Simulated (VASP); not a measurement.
# YIn (Pm-3m) in VASP: further runs, part 2 of 2

VASP 6.6.1.

### 3 Single point, LDA

The input, INCAR:

```
SYSTEM = YIn
PREC = Accurate
ENCUT = 520
EDIFF = 1E-6
ISMEAR = -1
SIGMA = 0.2
LREAL = .False.
LASPH = .True.
NELM = 100
ALGO = Normal
ISIF = 2
LWAVE = .False.
LCHARG = .False.
GGA = CA
NBANDS = 19
```

The input, KPOINTS:

```
Automatic mesh
0
Gamma
  6 6 6
  0.5 0.5 0.5
```

The input, POSCAR:

```
YIn
1.0
    3.8100000000      0.0000000000      0.0000000000
    0.0000000000      3.8100000000      0.0000000000
    0.0000000000      0.0000000000      3.8100000000
Y In
1 1
Direct
    0.5000000000      0.5000000000      0.5000000000
    0.0000000000      0.0000000000      0.0000000000
```

Potentials or basis: VASP PAW LDA potentials, release 64 (Y_sv, In_d).

The run is started by

```bash
cat potpaw_LDA.64/Y_sv/POTCAR potpaw_LDA.64/In_d/POTCAR > POTCAR
mpirun -np 1 vasp_std > vasp.out
```

OUTCAR:

```text
SYSTEM = YIn
   PREC = Accurate
   ENCUT = 520
   EDIFF = 1E-6
   ISMEAR = -1
   LREAL = .False.
   LASPH = .True.
   NELM = 100
   ISIF = 2
   GGA = CA

 ion  position               nearest neighbor table
   1  0.500  0.500  0.500-   2 3.30   2 3.30   2 3.30   2 3.30   2 3.30   2 3.30   2 3.30   2 3.30

   2  0.000  0.000  0.000-   1 3.30   1 3.30   1 3.30   1 3.30   1 3.30   1 3.30   1 3.30   1 3.30

  LATTYP: Found a simple cubic cell.
 ALAT       =     3.8100000000

  Lattice vectors:

 A1 = (   3.8100000000,   0.0000000000,   0.0000000000)
 A2 = (   0.0000000000,   3.8100000000,   0.0000000000)
 A3 = (   0.0000000000,   0.0000000000,   3.8100000000)

Analysis of symmetry for initial positions (statically):
=====================================================================
 Subroutine PRICEL returns:
 Original cell was already a primitive cell.

 Routine SETGRP: Setting up the symmetry group for a
 simple cubic supercell.

 Subroutine GETGRP returns: Found 48 space group operations
 (whereof 48 operations were pure point group operations)
 out of a pool of 48 trial point group operations.

The static configuration has the point symmetry O_h .

Analysis of symmetry for dynamics (positions and initial velocities):
=====================================================================
 Subroutine PRICEL returns:
 Original cell was already a primitive cell.

 Routine SETGRP: Setting up the symmetry group for a
 simple cubic supercell.

 Subroutine GETGRP returns: Found 48 space group operations
 (whereof 48 operations were pure point group operations)
 out of a pool of 48 trial point group operations.

The dynamic configuration has the point symmetry O_h .

 Subroutine INISYM returns: Found 48 space group operations
 (whereof 48 operations are pure point group operations),
 and found     1 'primitive' translations

----------------------------------------------------------------------------------------
[... 94 lines left out ...]
   EFERMI_NEDOS =   21; number of points for ismear=-14 and -15
   IALGO  =     38    algorithm
   IMIX   =      4    mixing-type and parameters
     AMIX     =   0.40;   BMIX     =  1.00
     AMIX_MAG =   1.60;   BMIX_MAG =  1.00
  volume/ion in A,a.u.               =      27.65       186.61
  Fermi-wavevector in a.u.,A,eV,Ry     =   1.239425  2.342174 20.900922  1.536174
  Thomas-Fermi vector in A             =   2.373909
   LORBIT       =      0    0 simple, 1 ext, 2 COOP (PROOUT), +10 PAW based schemes
   GGA     = CA    functional components
   LHFCALC =     F    Hartree Fock is set to
   AEXX    =    0.0000 exact exchange contribution
   IVDW    =     0    specifies the selected vdW correction
   LEPSILON=     F    determine dielectric tensor
   LRPA    =     F    only Hartree local field effects (RPA)
 non-spin polarized calculation
  energy-cutoff  :      520.00
  volume of cell :       55.31
 maximum number of plane-waves:      1494
 NGX is ok and might be reduce to    28
   NGX = 15   NGY = 15   NGZ = 15

 number of electron      23.9999988 magnetization

 Free energy of the ion-electron system (eV)
  ---------------------------------------------------
  ext. energy  EPLUGINS =         0.00000000
  ---------------------------------------------------
  free energy    TOTEN  =       -11.32660781 eV

  energy without entropy =      -11.14754732  energy(sigma->0) =      -11.23707757

 E-fermi :   5.4234     XC(G=0): -10.3219

 val. band max:        5.2570977334   @ k =   0.2500   0.0833   0.0833
 cond. band min:       5.5378722727   @ k =   0.4167   0.0833   0.0833
 fundamental gap:      0.2807745393
 Fermi energy:         5.4233792901

 k-point     1 :       0.0833    0.0833    0.0833
  band No.  band energies     occupation
      1     -37.4333      2.00000
      2     -17.4842      2.00000
      3     -17.4810      2.00000
      4     -17.4810      2.00000
      5      -8.8790      2.00000
      6      -8.8790      2.00000
[... 197 lines left out ...]
      6      -8.8627      2.00000
[... 11 lines left out ...]
     18      10.6784      0.00000
     19      12.3215      0.00000

------------------------ aborting loop because EDIFF is reached ----------------------------------------

  FORCE on cell =-STRESS in cart. coord.  units (eV):
  Direction    XX          YY          ZZ          XY          YZ          ZX
  --------------------------------------------------------------------------------------
  -------------------------------------------------------------------------------------
  Total       -2.0743125     -2.0743125     -2.0743125      0.0000000      0.0000000     -0.0000000
  in kB      -60.0910577    -60.0910577    -60.0910577      0.0000000      0.0000000     -0.0000000
  external PRESSURE =     -60.0910577 kB  Pullay stress =       0.0000000 kB

 VOLUME and BASIS-vectors are now :
 -----------------------------------------------------------------------------
  energy-cutoff  :      520.00
  volume of cell :       55.31
      direct lattice vectors                 reciprocal lattice vectors
     3.810000000  0.000000000  0.000000000     0.262467192  0.000000000  0.000000000
     0.000000000  3.810000000  0.000000000     0.000000000  0.262467192  0.000000000
     0.000000000  0.000000000  3.810000000     0.000000000  0.000000000  0.262467192

 POSITION                                       TOTAL-FORCE (eV/Angst)
 -----------------------------------------------------------------------------------
      1.90500      1.90500      1.90500         0.000000      0.000000      0.000000
      0.00000      0.00000      0.00000         0.000000      0.000000      0.000000
 -----------------------------------------------------------------------------------
    total drift:                               -0.000000      0.000000      0.000000

  FREE ENERGIE OF THE ION-ELECTRON SYSTEM (eV)
  ---------------------------------------------------
  free  energy   TOTEN  =       -11.3266078070 eV

  energy  without entropy=      -11.1475473231  energy(sigma->0) =      -11.23707757
```

stdout:

```text
POSCAR found type information on POSCAR Y In
 POSCAR found :  2 types and       2 ions
 scaLAPACK will be used
 LDA part: xc-table for (Slater(with rela. corr.)+CA(PZ))
 , standard interpolation
 POSCAR, INCAR and KPOINTS ok, starting setup
 FFT: planning ... GRIDC
 FFT: planning ... GRID_SOFT
 FFT: planning ... GRID
 WAVECAR not read
 entering main loop
```

Wall time 5 s (1 thread of Intel Xeon 6975P-C (Granite Rapids), shared host); peak memory 0.15 GiB.

What came out:

| Property | Result |
| --- | --- |
| Free energy | -11.3266 eV |
| Pressure | -6.0 GPa |
| Band gap on the k mesh | zero (band 12 reaches 5.54 eV, above the bottom of band 13 at 4.56 eV) |

Caveat: spin-orbit coupling is left out, which moves the levels of the heavy elements.
